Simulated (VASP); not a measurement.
Input of a VASP 6.6.1 run:

The input INCAR:

```
SYSTEM = Rb3Ba
PREC = Accurate
ENCUT = 520
EDIFF = 1E-7
ISMEAR = 1
SIGMA = 0.5
LREAL = .FALSE.
LASPH = .TRUE.
NELM = 60
ALGO = Normal
ISIF = 2
LWAVE = .FALSE.
LCHARG = .FALSE.
GGA = PE
NBANDS = 26
```

The input KPOINTS:

```
regular mesh
0
G
  5 5 5
  0 0 0
```

POSCAR

```
Rb3Ba
1.0
   -3.3714590000      3.3714590000      7.3713480000
    3.3714590000     -3.3714590000      7.3713480000
    3.3714590000      3.3714590000     -7.3713480000
Rb Ba
3 1
Direct
    0.7500000000      0.2500000000      0.5000000000
    0.2500000000      0.7500000000      0.5000000000
    0.5000000000      0.5000000000      0.0000000000
    0.0000000000      0.0000000000      0.0000000000
```

Potentials or basis: VASP PAW PBE potentials, release 64 (Rb_sv, Ba_sv).

Launch:

```sh
$ cat potpaw_PBE.64/Rb_sv/POTCAR potpaw_PBE.64/Ba_sv/POTCAR > POTCAR
$ mpirun -np 1 vasp_std > vasp.out
```

(1) Estimate the pressure.

(2) Estimate the band gap on the k mesh.

## Answers

(1) -0.1 GPa.

(2) zero (an odd number of electrons rules out a gap without spin polarisation).

Caveat: so wide a smearing shifts energies and pressures; spin-orbit coupling is left out, which moves the levels of the heavy elements.
